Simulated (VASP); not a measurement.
# TiOs3 (Pm-3m) in VASP: a series of runs

The runs below take TiOs3 through single point, with PBE.

All numbers are computed with VASP 6.6.1; they aren't measurements. Logs are shortened: lines on timing, memory, paths and dates and some standing lists are left out, and cuts for length are marked.

## Step 1: The cell of the first run

The structure is cubic, space group Pm-3m (No. 221). The conventional cell has a = 3.939 Å, b = 3.939 Å, c = 3.939 Å, α = 90.00°, β = 90.00°, γ = 90.00°. Within 3.7 Å of Ti (site symmetry m-3m) lie 12 Os at 2.79 Å. Within 3.7 Å of Os (site symmetry 4/mmm) lie 4 Ti at 2.79 Å and 8 Os at 2.79 Å.

## Step 2: Single point, PBE

INCAR

```
PREC = Accurate
ENCUT = 520
EDIFF = 1E-7
ISMEAR = 0
SIGMA = 0.2
LREAL = F
LASPH = T
NELM = 100
ALGO = Normal
ISIF = 2
LWAVE = F
LCHARG = T
GGA = PE
LELF = T
LVHAR = T
NBANDS = 26
```

KPOINTS

```
regular mesh
0
Gamma
  6 6 6
```

POSCAR

```
TiOs3
1.0
    3.9388942617      0.0000000000      0.0000000000
    0.0000000000      3.9388942617      0.0000000000
    0.0000000000      0.0000000000      3.9388942617
Ti Os
1 3
Direct
    0.0000000000      0.0000000000      0.0000000000
    0.5000000000      0.5000000000      0.0000000000
    0.5000000000      0.0000000000      0.5000000000
    0.0000000000      0.5000000000      0.5000000000
```

Potentials or basis: VASP PAW PBE potentials, release 64 (Ti_sv, Os).

The run is started by

```bash
cat potpaw_PBE.64/Ti_sv/POTCAR potpaw_PBE.64/Os/POTCAR > POTCAR
mpirun -np 1 vasp_std > vasp.out
```

OUTCAR:

```text
PREC = Accurate
   ENCUT = 520
   EDIFF = 1E-7
   ISMEAR = 0
   LREAL = F
   LASPH = T
   NELM = 100
   ISIF = 2
   GGA = PE

 ion  position               nearest neighbor table
   1  0.000  0.000  0.000-   2 2.79   3 2.79   4 2.79   3 2.79   4 2.79   2 2.79   4 2.79   4 2.79
                             2 2.79   3 2.79   3 2.79   2 2.79
   2  0.500  0.500  0.000-   1 2.79   3 2.79   4 2.79   3 2.79   4 2.79   1 2.79   3 2.79   3 2.79
                             1 2.79   4 2.79   4 2.79   1 2.79
   3  0.500  0.000  0.500-   1 2.79   2 2.79   4 2.79   1 2.79   2 2.79   2 2.79   4 2.79   2 2.79
                             1 2.79   4 2.79   1 2.79   4 2.79
   4  0.000  0.500  0.500-   1 2.79   2 2.79   3 2.79   1 2.79   2 2.79   1 2.79   3 2.79   1 2.79
                             2 2.79   3 2.79   2 2.79   3 2.79

  LATTYP: Found a simple cubic cell.
 ALAT       =     3.9388942617

  Lattice vectors:

 A1 = (   3.9388942617,   0.0000000000,   0.0000000000)
 A2 = (   0.0000000000,   3.9388942617,   0.0000000000)
 A3 = (   0.0000000000,   0.0000000000,   3.9388942617)

Analysis of symmetry for initial positions (statically):
=====================================================================
 Subroutine PRICEL returns:
 Original cell was already a primitive cell.

 Routine SETGRP: Setting up the symmetry group for a
 simple cubic supercell.

 Subroutine GETGRP returns: Found 48 space group operations
 (whereof 48 operations were pure point group operations)
 out of a pool of 48 trial point group operations.

The static configuration has the point symmetry O_h .

Analysis of symmetry for dynamics (positions and initial velocities):
=====================================================================
 Subroutine PRICEL returns:
 Original cell was already a primitive cell.

 Routine SETGRP: Setting up the symmetry group for a
 simple cubic supercell.

 Subroutine GETGRP returns: Found 48 space group operations
 (whereof 48 operations were pure point group operations)
 out of a pool of 48 trial point group operations.

The dynamic configuration has the point symmetry O_h .

 Subroutine INISYM returns: Found 48 space group operations
 (whereof 48 operations are pure point group operations),
 and found     1 'primitive' translations

----------------------------------------------------------------------------------------

                                     Primitive cell

  volume of cell :      61.1115

  direct lattice vectors                    reciprocal lattice vectors
     3.938894262  0.000000000  0.000000000     0.253878356  0.000000000  0.000000000
     0.000000000  3.938894262  0.000000000     0.000000000  0.253878356  0.000000000
     0.000000000  0.000000000  3.938894262     0.000000000  0.000000000  0.253878356

  length of vectors
     3.938894262  3.938894262  3.938894262     0.253878356  0.253878356  0.253878356

  position of ions in fractional coordinates (direct lattice)
     0.000000000  0.000000000  0.000000000
     0.500000000  0.500000000  0.000000000
     0.500000000  0.000000000  0.500000000
     0.000000000  0.500000000  0.500000000

  ion indices of the primitive-cell ions
   primitive index   ion index
                 1           1
                 2           2
                 3           3
                 4           4

----------------------------------------------------------------------------------------

 KPOINTS: regular mesh

Automatic generation of k-mesh.
 Grid dimensions read from file:
 generate k-points for:    6    6    6

 Generating k-lattice:

  Cartesian coordinates                     Fractional coordinates (reciprocal lattice)
     0.042313059  0.000000000  0.000000000     0.166666667  0.000000000  0.000000000
     0.000000000  0.042313059  0.000000000     0.000000000  0.166666667  0.000000000
     0.000000000  0.000000000  0.042313059     0.000000000  0.000000000  0.166666667

  Length of vectors
     0.042313059  0.042313059  0.042313059

  Shift w.r.t. Gamma in fractional coordinates (k-lattice)
     0.000000000  0.000000000  0.000000000

 Subroutine IBZKPT returns following result:
 ===========================================

 Found     20 irreducible k-points:

 Following reciprocal coordinates:
            Coordinates               Weight
  0.000000  0.000000  0.000000      1.000000
  0.166667  0.000000  0.000000      6.000000
  0.333333  0.000000  0.000000      6.000000
  0.500000  0.000000  0.000000      3.000000
  0.166667  0.166667  0.000000     12.000000
  0.333333  0.166667  0.000000     24.000000
[... 12 lines left out ...]
  0.500000  0.500000  0.333333      6.000000
  0.500000  0.500000  0.500000      1.000000
   k-points           NKPTS =     20   k-points in BZ     NKDIM =     20   number of bands    NBANDS=     26
   number of dos      NEDOS =    301   number of ions     NIONS =      4
   total plane-waves  NPLWV =  27000
   dimension x,y,z NGX =    30 NGY =   30 NGZ =   30
   dimension x,y,z NGXF=    60 NGYF=   60 NGZF=   60
   ions per type =               1   3
   NGX,Y,Z   is equivalent  to a cutoff of  12.66, 12.66, 12.66 a.u.
   NGXF,Y,Z  is equivalent  to a cutoff of  25.32, 25.32, 25.32 a.u.
 SYSTEM =  unknown system
   PREC   = accura    normal or accurate (medium, high low for compatibility)
   ISTART =      0    job   : 0-new  1-cont  2-samecut
   ICHARG =      2    charge: 1-file 2-atom 10-const
   ISPIN  =      1    spin polarized calculation?
   LNONCOLLINEAR =      F non collinear calculations
   LSORBIT =      F    spin-orbit coupling
   LASPH  =      T    aspherical Exc in radial PAW
   ENCUT  =  520.0 eV  38.22 Ry    6.18 a.u.   7.32  7.32  7.32*2*pi/ulx,y,z
   NELM   =    100;   NELMIN=  2; NELMDL= -5     # of ELM steps
   EDIFF  = 0.1E-06   stopping-criterion for ELM
   LREAL  =      F    real-space projection
   EDIFFG = 0.1E-05   stopping-criterion for IOM
   NSW    =      0    number of steps for IOM
   IBRION =     -1    ionic relax: 0-MD 1-quasi-New 2-CG
   NFREE  =      0    steps in history (QN), initial steepest desc. (CG)
   ISIF   =      2    stress and relaxation
   ISYM   =      2    0-nonsym 1-usesym 2-fastsym
   POTIM  = 0.5000    time-step for ionic-motion
   TEBEG  =    0.0;   TEEND  =   0.0 temperature during run
   PSTRESS=    0.0 pullay stress
   NELECT =      36.0000    total number of electrons
   NUPDOWN=      -1.0000    fix difference up-down
   EMIN   =  10.00;   EMAX   =-10.00  energy-range for DOS
   EFERMI =   0.00;   METHOD = LEGACY
   ISMEAR =     0;   SIGMA  =   0.20  broadening in eV -4-tet -1-fermi 0-gaus
   EFERMI_NEDOS =   21; number of points for ismear=-14 and -15
   IALGO  =     38    algorithm
   IMIX   =      4    mixing-type and parameters
     AMIX     =   0.40;   BMIX     =  1.00
     AMIX_MAG =   1.60;   BMIX_MAG =  1.00
  volume/ion in A,a.u.               =      15.28       103.10
  Fermi-wavevector in a.u.,A,eV,Ry     =   1.372360  2.593384 25.624826  1.883372
  Thomas-Fermi vector in A             =   2.497974
   LORBIT       =      0    0 simple, 1 ext, 2 COOP (PROOUT), +10 PAW based schemes
   GGA     = PE    functional components
   LHFCALC =     F    Hartree Fock is set to
   AEXX    =    0.0000 exact exchange contribution
   IVDW    =     0    specifies the selected vdW correction
   LEPSILON=     F    determine dielectric tensor
   LRPA    =     F    only Hartree local field effects (RPA)
 non-spin polarized calculation
 Gauss-broadening in eV      SIGMA  =   0.20
  energy-cutoff  :      520.00
  volume of cell :       61.11
 maximum number of plane-waves:      1662
 NGX is ok and might be reduce to    30
   NGX = 15   NGY = 15   NGZ = 15

 number of electron      35.9999998 magnetization

 Free energy of the ion-electron system (eV)
  ---------------------------------------------------
  ext. energy  EPLUGINS =         0.00000000
  ---------------------------------------------------
  free energy    TOTEN  =       -42.11136048 eV

  energy without entropy =      -42.02433872  energy(sigma->0) =      -42.06784960

 E-fermi :   8.1689     XC(G=0): -13.1943

 val. band max:        8.1368009752   @ k =   0.3333   0.1667   0.0000
 cond. band min:       8.2192636290   @ k =   0.5000   0.3333   0.0000
 fundamental gap:      0.0824626538
 Fermi energy:         8.1688789156

 k-point     1 :       0.0000    0.0000    0.0000
  band No.  band energies     occupation
      1     -48.4260      2.00000
      2     -24.6729      2.00000
      3     -24.6729      2.00000
      4     -24.6729      2.00000
      5      -0.8450      2.00000
      6       2.1007      2.00000
[... 18 lines left out ...]
     25      11.5260      0.00000
     26      12.1216      0.00000

 k-point     2 :       0.1667    0.0000    0.0000
  band No.  band energies     occupation
      1     -48.4255      2.00000
      2     -24.6802      2.00000
      3     -24.6743      2.00000
      4     -24.6743      2.00000
      5      -0.4705      2.00000
      6       2.3533      2.00000
[... 18 lines left out ...]
     25      11.3395      0.00000
     26      12.1210      0.00000

 k-point     3 :       0.3333    0.0000    0.0000
  band No.  band energies     occupation
      1     -48.4245      2.00000
      2     -24.6946      2.00000
      3     -24.6770      2.00000
      4     -24.6770      2.00000
      5       0.5394      2.00000
      6       2.8344      2.00000
[... 18 lines left out ...]
     25      11.2822      0.00000
     26      12.1205      0.00000

 k-point     4 :       0.5000    0.0000    0.0000
  band No.  band energies     occupation
      1     -48.4240      2.00000
      2     -24.7018      2.00000
      3     -24.6784      2.00000
      4     -24.6784      2.00000
      5       1.4334      2.00000
      6       2.6718      2.00000
[... 18 lines left out ...]
     25      11.2836      0.00000
     26      12.1204      0.00000
[... 380 lines left out ...]
      1     -48.4237      2.00000
      2     -24.6885      2.00000
      3     -24.6878      2.00000
      4     -24.6827      2.00000
      5       2.2261      2.00000
      6       2.5389      2.00000
[... 18 lines left out ...]
     25      11.3199      0.00000
     26      11.4837      0.00000

 k-point    19 :       0.5000    0.5000    0.3333
  band No.  band energies     occupation
      1     -48.4237      2.00000
      2     -24.6863      2.00000
      3     -24.6863      2.00000
      4     -24.6839      2.00000
      5       2.3785      2.00000
      6       2.3785      2.00000
[... 18 lines left out ...]
     25      11.6660      0.00000
     26      11.6660      0.00000

 k-point    20 :       0.5000    0.5000    0.5000
  band No.  band energies     occupation
      1     -48.4238      2.00000
      2     -24.6840      2.00000
      3     -24.6840      2.00000
      4     -24.6840      2.00000
      5       2.1678      2.00000
      6       2.1678      2.00000
[... 18 lines left out ...]
     25      11.4950      0.00000
     26      11.6095      0.00000

------------------------ aborting loop because EDIFF is reached ----------------------------------------

  FORCE on cell =-STRESS in cart. coord.  units (eV):
  Direction    XX          YY          ZZ          XY          YZ          ZX
  --------------------------------------------------------------------------------------
  -------------------------------------------------------------------------------------
  Total       -4.6881589     -4.6881589     -4.6881589      0.0000000      0.0000000     -0.0000000
  in kB     -122.9107709   -122.9107709   -122.9107709      0.0000000      0.0000000     -0.0000000
  external PRESSURE =    -122.9107709 kB  Pullay stress =       0.0000000 kB

 VOLUME and BASIS-vectors are now :
 -----------------------------------------------------------------------------
  energy-cutoff  :      520.00
  volume of cell :       61.11
      direct lattice vectors                 reciprocal lattice vectors
     3.938894262  0.000000000  0.000000000     0.253878356  0.000000000  0.000000000
     0.000000000  3.938894262  0.000000000     0.000000000  0.253878356  0.000000000
     0.000000000  0.000000000  3.938894262     0.000000000  0.000000000  0.253878356

 POSITION                                       TOTAL-FORCE (eV/Angst)
 -----------------------------------------------------------------------------------
      0.00000      0.00000      0.00000         0.000000      0.000000      0.000000
      1.96945      1.96945      0.00000         0.000000      0.000000      0.000000
      1.96945      0.00000      1.96945         0.000000      0.000000      0.000000
      0.00000      1.96945      1.96945         0.000000      0.000000      0.000000
 -----------------------------------------------------------------------------------
    total drift:                                0.000000      0.000000     -0.000000

  FREE ENERGIE OF THE ION-ELECTRON SYSTEM (eV)
  ---------------------------------------------------
  free  energy   TOTEN  =       -42.1113604805 eV

  energy  without entropy=      -42.0243387171  energy(sigma->0) =      -42.06784960
```

It took 21 s on 1 thread of Intel Xeon 6975P-C (Granite Rapids), shared host; peak memory 0.17 GiB.

Results:

```
Free energy            : -42.1114 eV
Pressure               : -12.3 GPa
Band gap on the k mesh : zero (band 18 reaches 10.98 eV, above the bottom of band 19 at 7.35 eV)
```

Caveat: spin-orbit coupling is left out, which moves the levels of the heavy elements.

## Step 3: Single point, PBE

This run uses another cell than the first one, of 15.87 Å³/atom, 1.038 times its volume.

INCAR

```
PREC = Accurate
ENCUT = 520
EDIFF = 1E-6
ISMEAR = 0
SIGMA = 0.2
LREAL = F
LASPH = T
NELM = 80
ALGO = Normal
ISIF = 2
LWAVE = F
LCHARG = F
GGA = PE
NBANDS = 26
```

KPOINTS

```
Automatic mesh
0
Gamma
  6 6 6
```

POSCAR

```
TiOs3
1.0
    3.9887589762      0.0000000000      0.0000000000
    0.0000000000      3.9887589762      0.0000000000
    0.0000000000      0.0000000000      3.9887589762
Ti Os
1 3
Direct
    0.0000000000      0.0000000000      0.0000000000
    0.5000000000      0.5000000000      0.0000000000
    0.5000000000      0.0000000000      0.5000000000
    0.0000000000      0.5000000000      0.5000000000
```

Potentials or basis: VASP PAW PBE potentials, release 64 (Ti_sv, Os).

The run is started by

```bash
cat potpaw_PBE.64/Ti_sv/POTCAR potpaw_PBE.64/Os/POTCAR > POTCAR
mpirun -np 1 vasp_std > vasp.out
```

OUTCAR:

```text
PREC = Accurate
   ENCUT = 520
   EDIFF = 1E-6
   ISMEAR = 0
   LREAL = F
   LASPH = T
   NELM = 80
   ISIF = 2
   GGA = PE

 ion  position               nearest neighbor table
   1  0.000  0.000  0.000-   2 2.82   3 2.82   4 2.82   3 2.82   4 2.82   2 2.82   4 2.82   4 2.82
                             2 2.82   3 2.82   3 2.82   2 2.82
   2  0.500  0.500  0.000-   1 2.82   3 2.82   4 2.82   3 2.82   4 2.82   1 2.82   3 2.82   3 2.82
                             1 2.82   4 2.82   4 2.82   1 2.82
   3  0.500  0.000  0.500-   1 2.82   2 2.82   4 2.82   1 2.82   2 2.82   2 2.82   4 2.82   2 2.82
[... 778 lines left out ...]
  --------------------------------------------------------------------------------------
  -------------------------------------------------------------------------------------
  Total       -8.2930174     -8.2930174     -8.2930174     -0.0000000      0.0000000     -0.0000000
  in kB     -209.3677461   -209.3677461   -209.3677461     -0.0000000      0.0000000     -0.0000000
  external PRESSURE =    -209.3677461 kB  Pullay stress =       0.0000000 kB

 VOLUME and BASIS-vectors are now :
 -----------------------------------------------------------------------------
  energy-cutoff  :      520.00
  volume of cell :       63.46
      direct lattice vectors                 reciprocal lattice vectors
     3.988758976  0.000000000  0.000000000     0.250704544  0.000000000  0.000000000
     0.000000000  3.988758976  0.000000000     0.000000000  0.250704544  0.000000000
     0.000000000  0.000000000  3.988758976     0.000000000  0.000000000  0.250704544

 POSITION                                       TOTAL-FORCE (eV/Angst)
 -----------------------------------------------------------------------------------
      0.00000      0.00000      0.00000         0.000000      0.000000      0.000000
      1.99438      1.99438      0.00000         0.000000      0.000000      0.000000
      1.99438      0.00000      1.99438         0.000000      0.000000      0.000000
      0.00000      1.99438      1.99438         0.000000      0.000000      0.000000
 -----------------------------------------------------------------------------------
    total drift:                                0.000000      0.000000     -0.000000

  FREE ENERGIE OF THE ION-ELECTRON SYSTEM (eV)
  ---------------------------------------------------
  free  energy   TOTEN  =       -41.8670767147 eV

  energy  without entropy=      -41.7757809941  energy(sigma->0) =      -41.82142885
```

stdout:

```text
POSCAR found type information on POSCAR TiOs
 POSCAR found :  2 types and       4 ions
 scaLAPACK will be used
 LDA part: xc-table for (Slater+PW92), standard interpolation
 POSCAR, INCAR and KPOINTS ok, starting setup
 FFT: planning ... GRIDC
 FFT: planning ... GRID_SOFT
 FFT: planning ... GRID
 WAVECAR not read
 entering main loop
```

It took 19 s on 1 thread of Intel Xeon 6975P-C (Granite Rapids), shared host; peak memory 0.18 GiB.

Results:

| Item | Value |
| --- | --- |
| Free energy | -41.8671 eV |
| Pressure | -20.9 GPa |
| Band gap on the k mesh | zero (band 18 reaches 10.40 eV, above the bottom of band 19 at 6.92 eV) |

Levels at points of the mesh, in eV from the Fermi level:
```
           k point  band 15  band 16  band 17  band 18  band 19  band 20  band 21  band 22
(0.00, 0.00, 0.00)     0.82     0.82     2.37     2.70     2.70     2.70     2.91     2.91
(0.50, 0.00, 0.00)    -1.39    -1.07    -0.21    -0.19    -0.19     1.26     1.37     1.37
(0.50, 0.50, 0.00)    -2.17    -0.89    -0.81    -0.81    -0.77     0.22     0.37     1.70
(0.50, 0.50, 0.50)    -0.75    -0.75     0.09     0.49     0.49     0.49     2.38     2.38
```

Caveat: spin-orbit coupling is left out, which moves the levels of the heavy elements.

(Continued in part 2 of 2.)
